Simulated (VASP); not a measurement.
A run of VASP 6.6.1 is set up as follows.

Contents of INCAR:

```
SYSTEM = Sb
ALGO = Normal
EDIFF = 1E-6
ENCUT = 520
GGA = CA
ISIF = 2
ISMEAR = 0
ISYM = 0
LASPH = .TRUE.
LCHARG = .FALSE.
LREAL = .FALSE.
LWAVE = .FALSE.
NBANDS = 12
NELM = 80
PREC = Accurate
SIGMA = 0.1
```

Contents of KPOINTS:

```
k-points
0
G
  8 6 16
  0 0 0
```

Contents of POSCAR:

```
Sb
1.0
    4.4169634005      0.0000000000      0.0000000000
    0.2429506900      6.1552418328      0.0000000000
   -2.0870063553      3.0776209164      2.1468850328
Sb
2
Direct
    0.4717538069      0.7358769035      0.0000000000
    0.5282461931      0.2641230965      0.0000000000
```

Potentials or basis: VASP PAW LDA potentials, release 64 (Sb).

Run with:

```console
$ cat potpaw_LDA.64/Sb/POTCAR > POTCAR
$ mpirun -np 1 vasp_std > vasp.out
```

(1) Predict the largest force.

(2) Estimate the band gap on the k mesh.

(3) What does it give for the pressure?

## Answers

(1) 0.086 eV/Å.

(2) zero (bands 5 and 6 overlap by 0.21 eV).

(3) 0.3 GPa.

Caveat: spin-orbit coupling is left out, which moves the levels of the heavy elements.
